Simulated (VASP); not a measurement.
BAs, 2 atoms in the cell. The structure is cubic, space group F-43m (No. 216). The conventional cell has a = 4.586 Å, b = 4.586 Å, c = 4.586 Å, α = 90.00°, β = 90.00°, γ = 90.00°. B (site symmetry -43m) has 4 As at 1.99 Å within 2.6 Å. As (site symmetry -43m) has 4 B at 1.99 Å within 2.6 Å.  This cell differs from its parent crystal: strain -0.040 along x and y, -0.040 along z.

| Item | Value |
| --- | --- |
| Program | VASP 6.6.1 |
| Task | single point |
| Functional | PBE |
| Potentials or basis | VASP PAW PBE potentials, release 64 (B, As) |
| Cutoff | 520 eV |
| k mesh | 10 × 10 × 10 |
| Occupations | gaussian, width 0.05 eV |
| Spin | no spin polarisation |
| Dipole correction | no |
| Further INCAR settings | ALGO = Normal; EDIFF = 1e-06; NBANDS = 11 |

Potentials or basis: VASP PAW PBE potentials, release 64 (B, As).

Launch:

```sh
$ cat potpaw_PBE.64/B/POTCAR potpaw_PBE.64/As/POTCAR > POTCAR
$ mpirun -np 1 vasp_std > vasp.out
```

Hardware: 1 thread of Intel Xeon 8259CL (shared host).

Q: How long does it take, and how much memory?

A: Wall time 9.2 s on 1 thread of Intel Xeon 8259CL, on a shared host, peak memory 0.14 GiB. Counts: scf iterations 12, k points 47.
